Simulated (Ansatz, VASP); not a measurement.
Sr in VASP and in Ansatz

```xyz
2
Lattice="4.3100 0.0000 0.0000 -2.1550 3.7326 0.0000 0.0000 0.0000 7.1910" Properties=species:S:1:pos:R:3 pbc="T T T"
Sr    0.0000    2.4884    1.7977
Sr    2.1550    1.2442    5.3933
```

Change from the starting cell: strain +0.0200 x Voigt [0, 0, 1, 0, 0, 0], atoms carried along.

Alike in both runs: task single point; functional r2SCAN; k mesh 12 × 12 × 8; occupations gaussian, width 0.15 eV; no spin polarisation.

|  | VASP | Ansatz |
| --- | --- | --- |
| version | VASP 6.6.1 | Ansatz 0.2.0 |
| potentials or method | VASP PAW PBE potentials, release 64 (Sr_sv), cutoff 520 eV | scalar-relativistic, plane waves, PAW |
| valence electrons in the cell | 20 | 20 |

|  | VASP | Ansatz | Ansatz less VASP |
| --- | --- | --- | --- |
| gap on the k mesh at the Fermi level (eV) | none | none | - |
| pressure (GPa) | -0.1 | -0.2 | -0.02 |
| traceless stress, the component that is largest in VASP (GPa) | -0.19 | -0.19 | -0.002 |

VASP's potentials were made for PBE, not for r2SCAN. A gap of «none» marks a metal or a gap that the smearing closes.
